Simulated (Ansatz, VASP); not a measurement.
## Two plane-wave programs on Ti3Al

Contents of INCAR:

```
ALGO = Fast
EDIFF = 1E-7
ENCUT = 520
GGA = PE
ISIF = 2
ISMEAR = 0
LASPH = T
LCHARG = T
LELF = T
LREAL = F
LVHAR = T
LWAVE = F
NBANDS = 28
NELM = 60
PREC = Accurate
SIGMA = 0.15
```

KPOINTS

```
k-points
0
Gamma
  18 18 6
```

File POSCAR:

```
Ti3Al
1.0
    2.8054491452      0.0000000000      0.0000000000
   -1.4027245726      2.4295902288      0.0000000000
    0.0000000000      0.0000000000     10.6043172240
Ti Al
3 1
Direct
    0.6666666667      0.3333333333      0.0000000000
    0.3333333333      0.6666666667      0.7504575700
    0.3333333333      0.6666666667      0.2495424300
    0.6666666667      0.3333333333      0.5000000000
```

Input for Ansatz:

```yaml
crystal:
  lattice:
    - [2.8054491452, 0.0, 0.0]
    - [-1.4027245726, 2.4295902288, 0.0]
    - [0.0, 0.0, 10.604317224]
  atoms:
    - { symbol: Ti, position: [0.6666666667, 0.3333333333, 0.0] }
    - { symbol: Ti, position: [0.3333333333, 0.6666666667, 0.75045757] }
    - { symbol: Ti, position: [0.3333333333, 0.6666666667, 0.24954243] }
    - { symbol: Al, position: [0.6666666667, 0.3333333333, 0.5] }
basis:
  ecutwfc: 520.0
kpoints:
  mp_grid: { grid: [18, 18, 6] }
hamiltonian:
  xc: pbe
  pseudopotentials: { kind: paw, azcp: { folder: soft_1 } }
scf:
  occupations: { method: gaussian, width: 0.15 }
output:
  forces: true
  stress: true
  eigenvalues: true
  write_density: true
  write_potential: true
  elf: true
  volumetric_format: npy
```

Alike in both runs: task single point; functional PBE; k mesh 18 × 18 × 6; occupations gaussian, width 0.15 eV; no spin polarisation.

|  | VASP | Ansatz |
| --- | --- | --- |
| version | VASP 6.6.1 | Ansatz 0.2.0 |
| potentials or method | VASP PAW PBE potentials, release 64 (Ti_sv, Al), cutoff 520 eV | scalar-relativistic, plane waves, PAW |
| valence electrons in the cell | 39 | 39 |

|  | VASP | Ansatz | Ansatz less VASP |
| --- | --- | --- | --- |
| gap on the k mesh at the Fermi level (eV) | none | none | - |
| pressure (GPa) | -4.6 | -4.5 | +0.09 |
| traceless stress, the component that is largest in VASP (GPa) | -11.61 | -11.69 | -0.080 |
| rms of the force components (eV/Å) | 0.156 | 0.157 | +0.0018 |

Atom by atom the forces differ by 0.002 eV/Å (rms over components). A gap of «none» marks a metal or a gap that the smearing closes. The functional is the same, so the differences come from potentials, cutoffs and numerics.
